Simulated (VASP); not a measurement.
Set up this calculation in VASP 6.6.1, as the native input.

* Task: single point
* Functional: PBE
* Potentials or basis: VASP PAW PBE potentials, release 64 (Pd)
* Cutoff: 500 eV
* k mesh: 12 × 12 × 8
* Occupations: fermi-dirac, width 0.05 eV
* Spin: no spin polarisation
* Dipole correction: no
* Further INCAR settings: ALGO = Normal; EDIFF = 1e-06; NBANDS = 17

The structure of Pd lies in POSCAR:

```
Pd
1.0
    1.9720287097      1.9720287097      0.0000000000
   -1.9720287097      1.9720287097      0.0000000000
    0.0000000000      0.0000000000      3.9440574195
Pd
2
Direct
    0.0000000000      0.0000000000      0.0000000000
    0.5000000000      0.5000000000      0.5000000000
```

The input as run:

INCAR

```
SYSTEM = Pd
ALGO     = Normal         ! electronic algorithm
EDIFF    = 1E-6           ! SCF threshold, eV
ENCUT    = 500            ! plane-wave cutoff, eV
GGA      = PE             ! functional
GGA_COMPAT= .FALSE.      
ISIF     = 2              ! what is computed and relaxed
ISMEAR   = -1             ! smearing method
LASPH    = .TRUE.         ! aspherical terms in the spheres
LCHARG   = .FALSE.        ! write CHGCAR
LREAL    = .FALSE.        ! projectors in reciprocal space
LWAVE    = .FALSE.        ! write WAVECAR
NBANDS   = 17             ! bands
NELM     = 120            ! most SCF steps
PREC     = Accurate       ! precision mode
SIGMA    = 0.05           ! smearing width, eV
```

KPOINTS

```
k-points
0
G
  12 12 8
  0 0 0
```

Potentials or basis: VASP PAW PBE potentials, release 64 (Pd).

Launch:

```sh
$ cat potpaw_PBE.64/Pd/POTCAR > POTCAR
$ mpirun -np 1 vasp_std > vasp.out
```

It gave:

| Quantity | Value |
| --- | --- |
| Pressure | -0.4 GPa |
| Band gap on the k mesh | zero (band 10 reaches 9.40 eV, above the bottom of band 11 at 8.38 eV) |

Run time: 50 s on 1 thread of Intel(R) Xeon(R) Platinum 8488C (Sapphire Rapids) (shared host), peak memory 0.17 GiB.
